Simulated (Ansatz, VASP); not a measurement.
## SiNi2 in VASP and in Ansatz

```
Si Ni
1.0
     3.98452    0.00000    0.00000
    -1.99226    3.45069    0.00000
     0.00000    0.00000    5.06449
Si Ni
2 4
Direct
  0.33333 0.66667 0.75000
  0.66667 0.33333 0.25000
  0.00000 0.00000 0.00000
  0.00000 0.00000 0.50000
  0.33333 0.66667 0.25000
  0.66667 0.33333 0.75000
```

Change from the starting cell: strain +0.030 along x and y, +0.030 along z, atoms carried along.

Alike in both runs: task single point; functional PBEsol; k mesh 12 × 12 × 10; occupations gaussian, width 0.15 eV; no spin polarisation.

|  | VASP | Ansatz |
| --- | --- | --- |
| version | VASP 6.6.1 | Ansatz 0.2.0 |
| potentials or method | VASP PAW PBE potentials, release 64 (Si, Ni), cutoff 520 eV | scalar-relativistic, plane waves, PAW |
| valence electrons in the cell | 48 | 80 |

```tsv
	VASP	Ansatz	Ansatz less VASP
gap on the k mesh at the Fermi level (eV)	none	none	-
pressure (GPa)	-16.1	-16.5	-0.33
traceless stress, the component that is largest in VASP (GPa)	1.63	1.76	+0.130
```

VASP's potentials were made for PBE, not for PBEsol. A gap of «none» marks a metal or a gap that the smearing closes. The functional is the same, so the differences come from potentials, cutoffs and numerics. VASP's potentials hold 48 valence electrons a cell and Ansatz's 80, so a difference there can come from the potentials and not from the codes.
